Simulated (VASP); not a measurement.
# C (P6_3/mmc) in VASP: further runs

C is run at these levels: PBE; tasks: single point.

Everything below comes from runs of VASP 6.6.1. Logs are shortened: lines on timing, memory, paths and dates and some standing lists are left out, and cuts for length are marked.

**1. The cell of the first run**

Symmetry: P6_3/mmc, No. 194, hexagonal system. The conventional cell has a = 2.344 Å, b = 2.344 Å, c = 12.585 Å, α = 90.00°, β = 90.00°, γ = 120.00°. C (site symmetry 3m) has 4 C at 1.45 to 1.59 Å within 1.9 Å. C (site symmetry 3m) has 4 C at 1.45 to 1.56 Å within 1.9 Å. Within 1.9 Å of C (site symmetry 3m) lie 4 C at 1.45 to 1.56 Å.

**2. Single point, PBE**

INCAR

```
SYSTEM = C
PREC = Accurate
ENCUT = 520
EDIFF = 1E-7
ISMEAR = 0
SIGMA = 0.05
LREAL = .False.
LASPH = .True.
NELM = 60
ALGO = Normal
ISIF = 2
LWAVE = .False.
LCHARG = .False.
GGA = PE
NBANDS = 36
```

KPOINTS

```
Automatic mesh
0
Gamma
  12 12 2
  0 0 0
```

POSCAR

```
C
1.0
    2.3441000000      0.0000000000      0.0000000000
   -1.1720500000      2.0300501490      0.0000000000
    0.0000000000      0.0000000000     12.5845000000
C
12
Direct
    0.0000000000      0.0000000000      0.1868593266
    0.0000000000      0.0000000000      0.6868593266
    0.0000000000      0.0000000000      0.3131406734
    0.0000000000      0.0000000000      0.8131406734
    0.3333333333      0.6666666667      0.5207665411
    0.6666666667      0.3333333333      0.0207665411
    0.3333333333      0.6666666667      0.9792334589
    0.6666666667      0.3333333333      0.4792334589
    0.3333333333      0.6666666667      0.6450950823
    0.6666666667      0.3333333333      0.1450950823
    0.3333333333      0.6666666667      0.8549049177
    0.6666666667      0.3333333333      0.3549049177
```

Potentials or basis: VASP PAW PBE potentials, release 64 (C).

The run is started by

```sh
> cat potpaw_PBE.64/C/POTCAR > POTCAR
> mpirun -np 1 vasp_std > vasp.out
```

OUTCAR:

```text
SYSTEM = C
   PREC = Accurate
   ENCUT = 520
   EDIFF = 1E-7
   ISMEAR = 0
   LREAL = .False.
   LASPH = .True.
   NELM = 60
   ISIF = 2
   GGA = PE

 ion  position               nearest neighbor table
   1  0.000  0.000  0.187-  10 1.45  10 1.45  10 1.45   3 1.59
   2  0.000  0.000  0.687-   9 1.45   9 1.45   9 1.45   4 1.59
   3  0.000  0.000  0.313-  12 1.45  12 1.45  12 1.45   1 1.59
   4  0.000  0.000  0.813-  11 1.45  11 1.45  11 1.45   2 1.59
   5  0.333  0.667  0.521-   8 1.45   8 1.45   8 1.45   9 1.56
   6  0.667  0.333  0.021-   7 1.45   7 1.45   7 1.45  10 1.56
   7  0.333  0.667  0.979-   6 1.45   6 1.45   6 1.45  11 1.56
   8  0.667  0.333  0.479-   5 1.45   5 1.45   5 1.45  12 1.56
   9  0.333  0.667  0.645-   2 1.45   2 1.45   2 1.45   5 1.56
  10  0.667  0.333  0.145-   1 1.45   1 1.45   1 1.45   6 1.56
  11  0.333  0.667  0.855-   4 1.45   4 1.45   4 1.45   7 1.56
  12  0.667  0.333  0.355-   3 1.45   3 1.45   3 1.45   8 1.56

  LATTYP: Found a hexagonal cell.
 ALAT       =     2.3441000000
 C/A-ratio  =     5.3685849580

  Lattice vectors:

 A1 = (   2.3441000000,   0.0000000000,   0.0000000000)
 A2 = (  -1.1720500000,   2.0300501490,   0.0000000000)
 A3 = (   0.0000000000,   0.0000000000,  12.5845000000)

Analysis of symmetry for initial positions (statically):
=====================================================================
 Subroutine PRICEL returns:
 Original cell was already a primitive cell.

 Routine SETGRP: Setting up the symmetry group for a
 hexagonal supercell.

 Subroutine GETGRP returns: Found 24 space group operations
 (whereof 12 operations were pure point group operations)
 out of a pool of 24 trial point group operations.

The static configuration has the point symmetry D_3d.
 The point group associated with its full space group is D_6h.

Analysis of symmetry for dynamics (positions and initial velocities):
=====================================================================
 Subroutine PRICEL returns:
 Original cell was already a primitive cell.

 Routine SETGRP: Setting up the symmetry group for a
 hexagonal supercell.

 Subroutine GETGRP returns: Found 24 space group operations
 (whereof 12 operations were pure point group operations)
 out of a pool of 24 trial point group operations.

[... 128 lines left out ...]
   ISYM   =      2    0-nonsym 1-usesym 2-fastsym
   POTIM  = 0.5000    time-step for ionic-motion
   TEBEG  =    0.0;   TEEND  =   0.0 temperature during run
   PSTRESS=    0.0 pullay stress
   NELECT =      48.0000    total number of electrons
   NUPDOWN=      -1.0000    fix difference up-down
   EMIN   =  10.00;   EMAX   =-10.00  energy-range for DOS
   EFERMI =   0.00;   METHOD = LEGACY
   ISMEAR =     0;   SIGMA  =   0.05  broadening in eV -4-tet -1-fermi 0-gaus
   EFERMI_NEDOS =   21; number of points for ismear=-14 and -15
   IALGO  =     38    algorithm
   IMIX   =      4    mixing-type and parameters
     AMIX     =   0.40;   BMIX     =  1.00
     AMIX_MAG =   1.60;   BMIX_MAG =  1.00
  volume/ion in A,a.u.               =       4.99        33.68
  Fermi-wavevector in a.u.,A,eV,Ry     =   1.520719  2.873742 31.464644  2.312586
  Thomas-Fermi vector in A             =   2.629531
   LORBIT       =      0    0 simple, 1 ext, 2 COOP (PROOUT), +10 PAW based schemes
   GGA     = PE    functional components
   LHFCALC =     F    Hartree Fock is set to
   AEXX    =    0.0000 exact exchange contribution
   IVDW    =     0    specifies the selected vdW correction
   LEPSILON=     F    determine dielectric tensor
   LRPA    =     F    only Hartree local field effects (RPA)
 non-spin polarized calculation
 Gauss-broadening in eV      SIGMA  =   0.05
  energy-cutoff  :      520.00
  volume of cell :       59.89
 maximum number of plane-waves:      1666
 NGX is ok and might be reduce to    18

 number of electron      48.0000006 magnetization

 Free energy of the ion-electron system (eV)
  ---------------------------------------------------
  ext. energy  EPLUGINS =         0.00000000
  ---------------------------------------------------
  free energy    TOTEN  =      -105.83493404 eV

  energy without entropy =     -105.83493404  energy(sigma->0) =     -105.83493404

 E-fermi :  12.1117     XC(G=0): -13.9029

 val. band max:       11.8654638223   @ k =   0.0000   0.0000   0.0000
 cond. band min:      15.2765012132   @ k =   0.0000   0.0000   0.0000
 fundamental gap:      3.4110373909
 Fermi energy:        12.1117364575

 k-point     1 :       0.0000    0.0000    0.0000
  band No.  band energies     occupation
      1     -11.6521      2.00000
      2     -10.9721      2.00000
      3     -10.8695      2.00000
      4      -8.8289      2.00000
      5      -8.7658      2.00000
      6      -6.4283      2.00000
[... 925 lines left out ...]
     35      21.9842      0.00000
     36      21.9842      0.00000

 [... further k-points ...]

------------------------ aborting loop because EDIFF is reached ----------------------------------------

  FORCE on cell =-STRESS in cart. coord.  units (eV):
  Direction    XX          YY          ZZ          XY          YZ          ZX
  --------------------------------------------------------------------------------------
  -------------------------------------------------------------------------------------
  Total       45.7681045     45.7681045     -2.5831736      0.0000000      0.0000000      0.0000000
  in kB     1224.4883079   1224.4883079    -69.1107018      0.0000000      0.0000000      0.0000000
  external PRESSURE =     793.2886380 kB  Pullay stress =       0.0000000 kB

 VOLUME and BASIS-vectors are now :
 -----------------------------------------------------------------------------
  energy-cutoff  :      520.00
  volume of cell :       59.89
      direct lattice vectors                 reciprocal lattice vectors
     2.344100000  0.000000000  0.000000000     0.426602961  0.246299334  0.000000000
    -1.172050000  2.030050149  0.000000000     0.000000000  0.492598668  0.000000000
     0.000000000  0.000000000 12.584500000     0.000000000  0.000000000  0.079462831

 POSITION                                       TOTAL-FORCE (eV/Angst)
 -----------------------------------------------------------------------------------
      0.00000      0.00000      2.35153         0.000000     -0.000000      0.669755
      0.00000      0.00000      8.64378        -0.000000     -0.000000      0.669755
      0.00000      0.00000      3.94072         0.000000      0.000000     -0.669755
      0.00000      0.00000     10.23297        -0.000000      0.000000     -0.669755
     -0.00000      1.35337      6.55359         0.000000      0.000000      0.649998
      1.17205      0.67668      0.26134        -0.000000      0.000000      0.649998
     -0.00000      1.35337     12.32316         0.000000     -0.000000     -0.649998
      1.17205      0.67668      6.03091         0.000000     -0.000000     -0.649998
     -0.00000      1.35337      8.11820         0.000000     -0.000000     -0.516743
      1.17205      0.67668      1.82595        -0.000000      0.000000     -0.516743
     -0.00000      1.35337     10.75855        -0.000000     -0.000000      0.516743
      1.17205      0.67668      4.46630        -0.000000      0.000000      0.516743
 -----------------------------------------------------------------------------------
    total drift:                                0.000000     -0.000000      0.000000

  FREE ENERGIE OF THE ION-ELECTRON SYSTEM (eV)
  ---------------------------------------------------
  free  energy   TOTEN  =      -105.8349340401 eV

  energy  without entropy=     -105.8349340401  energy(sigma->0) =     -105.83493404
```

OSZICAR:

```text
N       E                     dE             d eps       ncg     rms          rms(c)
DAV:   1     0.131434106997E+03    0.13143E+03   -0.26115E+04  2736   0.133E+03
DAV:   2    -0.102949570504E+03   -0.23438E+03   -0.22092E+03  3584   0.263E+02
DAV:   3    -0.111487092754E+03   -0.85375E+01   -0.84747E+01  3604   0.456E+01
DAV:   4    -0.111573005711E+03   -0.85913E-01   -0.85710E-01  3544   0.492E+00
DAV:   5    -0.111574481100E+03   -0.14754E-02   -0.14743E-02  3480   0.589E-01    0.162E+01
DAV:   6    -0.107252970176E+03    0.43215E+01   -0.28412E+00  3104   0.842E+00    0.968E+00
DAV:   7    -0.105830684907E+03    0.14223E+01   -0.35732E+00  3144   0.968E+00    0.228E+00
DAV:   8    -0.105834624598E+03   -0.39397E-02   -0.12832E-01  3428   0.179E+00    0.144E-01
DAV:   9    -0.105834801457E+03   -0.17686E-03   -0.12081E-03  3468   0.208E-01    0.655E-02
DAV:  10    -0.105834920255E+03   -0.11880E-03   -0.12957E-04  3316   0.675E-02    0.185E-02
DAV:  11    -0.105834933122E+03   -0.12867E-04   -0.98862E-06  3428   0.199E-02    0.366E-03
DAV:  12    -0.105834933874E+03   -0.75207E-06   -0.10580E-06  3452   0.570E-03    0.155E-03
DAV:  13    -0.105834934051E+03   -0.17700E-06   -0.17384E-07  2616   0.276E-03    0.502E-04
DAV:  14    -0.105834934040E+03    0.10925E-07   -0.98199E-09  1900   0.623E-04
   1 F= -.10583493E+03 E0= -.10583493E+03  d E =-.570134E-14
```

Wall time 55 s (1 thread of AMD EPYC 9R45 (Zen 5), shared host); peak memory 0.17 GiB.

Results:

```yaml
Free_energy: -105.8349 eV
Pressure: 79.3 GPa
Largest_force: 0.670 eV/Å
Band_gap_on_the_k_mesh: 3.41 eV
```

Forces on the atoms (eV/Å):
```
C    0.000  0.000  0.670
C    0.000  0.000  0.670
C    0.000  0.000 -0.670
C    0.000  0.000 -0.670
C    0.000  0.000  0.650
C    0.000  0.000  0.650
C    0.000  0.000 -0.650
C    0.000  0.000 -0.650
C    0.000  0.000 -0.517
C    0.000  0.000 -0.517
C    0.000  0.000  0.517
C    0.000  0.000  0.517
```

Stress tensor (GPa, compression positive):
```
122.45   0.00   0.00
  0.00 122.45   0.00
  0.00   0.00  -6.91
```

Levels at points of the mesh, in eV from the valence-band top:
```csv
k point,band 22,band 23,band 24,band 25,band 26,band 27
"(0.00, 0.00, 0.00)",-0.60,0.00,0.00,3.41,6.63,6.63
"(0.50, 0.00, 0.00)",-4.60,-4.30,-3.68,4.58,5.70,6.02
"(0.00, 0.00, 0.50)",-0.24,-0.24,-0.24,5.11,5.11,6.95
"(0.50, 0.00, 0.50)",-4.54,-3.95,-3.95,4.82,4.82,6.19
```

Caveat: the stress differs along the axes, from -7 to 122 GPa. A k mesh can miss the band edges.

**3. Single point, PBE**

This run uses another cell than the first one, of the same volume but with other edges.

INCAR

```
PREC     = Accurate       # precision mode
ENCUT    = 520            # plane-wave cutoff, eV
EDIFF    = 1E-7           # SCF threshold, eV
ISMEAR   = 0              # smearing method
SIGMA    = 0.05           # smearing width, eV
LREAL    = False          # projectors in reciprocal space
LASPH    = True           # aspherical terms in the spheres
NELM     = 60             # most SCF steps
ALGO     = Normal         # electronic algorithm
ISIF     = 2              # what is computed and relaxed
LWAVE    = False          # write WAVECAR
LCHARG   = False          # write CHGCAR
GGA      = PE             # functional
NBANDS   = 36             # bands
```

KPOINTS

```
regular mesh
0
Gamma
  12 12 2
```

Changes to POSCAR since step 2:

```diff
@@ -2,5 +2,5 @@
 1.0
-    2.3441000000      0.0000000000      0.0000000000
-   -1.1720500000      2.0300501490      0.0000000000
-    0.0000000000      0.0000000000     12.5845000000
+    2.3882000000      0.0000000000      0.0000000000
+   -1.1941000000      2.0682418693      0.0000000000
+    0.0000000000      0.0000000000     12.1184000000
 C
```

Potentials or basis: VASP PAW PBE potentials, release 64 (C).

The run is started by

```sh
> cat potpaw_PBE.64/C/POTCAR > POTCAR
> mpirun -np 1 vasp_std > vasp.out
```

It took 47 s on 1 thread of AMD EPYC 9R45 (Zen 5), shared host; peak memory 0.16 GiB.

Results (log left out):

```yaml
Free_energy: -107.0548 eV
Pressure: 75.4 GPa
Largest_force: 0.406 eV/Å
Band_gap_on_the_k_mesh: 4.88 eV (least direct gap 5.09 eV)
```

Forces in eV/Å, atoms in the order of the input:
```
C    0.000  0.000  0.406
C    0.000  0.000  0.406
C    0.000  0.000 -0.406
C    0.000  0.000 -0.406
C    0.000  0.000  0.332
C    0.000  0.000  0.332
C    0.000  0.000 -0.332
C    0.000  0.000 -0.332
C    0.000  0.000 -0.298
C    0.000  0.000 -0.298
C    0.000  0.000  0.298
C    0.000  0.000  0.298
```

Stress tensor (GPa, compression positive):
```
90.43  0.00  0.00
 0.00 90.43  0.00
 0.00  0.00 45.23
```

Levels at points of the mesh, in eV from the valence-band top:
```
           k point  band 22  band 23  band 24  band 25  band 26  band 27
(0.00, 0.00, 0.00)    -0.25     0.00     0.00     5.09     6.03     6.03
(0.50, 0.00, 0.00)    -4.56    -4.15    -3.42     5.32     5.39     5.88
(0.00, 0.00, 0.50)    -0.32    -0.32    -0.32     6.24     6.24     6.42
(0.50, 0.00, 0.50)    -4.33    -3.76    -3.76     5.47     5.47     5.79
```

Caveat: the stress differs along the axes, from 45 to 90 GPa.

(Continued in part 2 of 2.)
